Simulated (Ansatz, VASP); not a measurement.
**One calculation of SnO, two programs**

Contents of INCAR:

```
SYSTEM = SnO
ALGO = Normal ; DIPOL = 0.5 0.5 0.394
EDIFF = 1E-7 ; ENCUT = 520
GGA = PE ; IDIPOL = 3
ISIF = 2 ; ISMEAR = 0
IVDW = 12 ; LASPH = .True.
LCHARG = .False. ; LDIPOL = .True.
LREAL = .False. ; LWAVE = .False.
NBANDS = 50 ; NELM = 100
PREC = Accurate ; SIGMA = 0.05
```

KPOINTS

```
k-points
0
Gamma
  7 7 1
  0 0 0
```

Contents of POSCAR:

```
SnO
1.0
    3.8201526160      0.0002954389      0.0000000000
   -0.0003145156      3.8201526145      0.0000000000
    0.0000000000      0.0000000000     22.2260756252
Sn O
4 4
Direct
    0.9999453016      0.9999453016      0.2024648920
    0.4999453016      0.4999453016      0.3087831576
    0.7499453016      0.8749453016      0.4797535108
    0.2499453016      0.3749453016      0.5860717765
    0.9999461184      0.4999461184      0.2556240248
    0.4999461184      0.9999461184      0.2556240248
    0.7499461184      0.3749461184      0.5329126436
    0.2499461184      0.8749461184      0.5329126436
```

Input for Ansatz:

```yaml
crystal:
  lattice:
    - [3.8201528543, 0.0002954551, 0.0]
    - [-0.0003145191, 3.8201528528, 0.0]
    - [0.0, 0.0, 22.226074346]
  atoms:
    - { symbol: Sn, position: [0.9999452911, 0.9999452911, 0.2024649036] }
    - { symbol: O, position: [0.9999461074, 0.4999461074, 0.2556240251] }
    - { symbol: O, position: [0.4999461074, 0.9999461074, 0.2556240251] }
    - { symbol: Sn, position: [0.4999452911, 0.4999452911, 0.3087831466] }
    - { symbol: Sn, position: [0.7499452911, 0.8749452911, 0.4797535096] }
    - { symbol: O, position: [0.7499461074, 0.3749461074, 0.5329126311] }
    - { symbol: O, position: [0.2499461074, 0.8749461074, 0.5329126311] }
    - { symbol: Sn, position: [0.2499452911, 0.3749452911, 0.5860717526] }
basis:
  ecutwfc: 420
kpoints:
  mp_grid: { grid: [7, 7, 1] }
hamiltonian:
  xc: pbe
  pseudopotentials: { kind: paw, azcp: { folder: soft_1 } }
  dispersion: d3bj
scf:
  occupations: { method: gaussian, width: 0.05 }
output:
  forces: true
  eigenvalues: true
efield:
  axis: 3
  dipole_correction: true
  ramp_width: 0.04
```

Alike in both runs: task single point; functional PBE; dispersion D3(BJ); k mesh 7 × 7 × 1; occupations gaussian, width 0.05 eV; no spin polarisation.

```csv
,VASP,Ansatz
version,VASP 6.6.1,Ansatz 0.2.0
potentials or method,"VASP PAW PBE potentials, release 64 (Sn_d, O), cutoff 520 eV","scalar-relativistic, plane waves, PAW"
valence electrons in the cell,80,80
```

```csv
,VASP,Ansatz,Ansatz less VASP
gap on the k mesh at the Fermi level (eV),2.37,2.38,+0.008
least direct gap on the mesh (eV),2.49,2.54,+0.044
rms of the force components (eV/Å),0.047,0.024,-0.0235
```
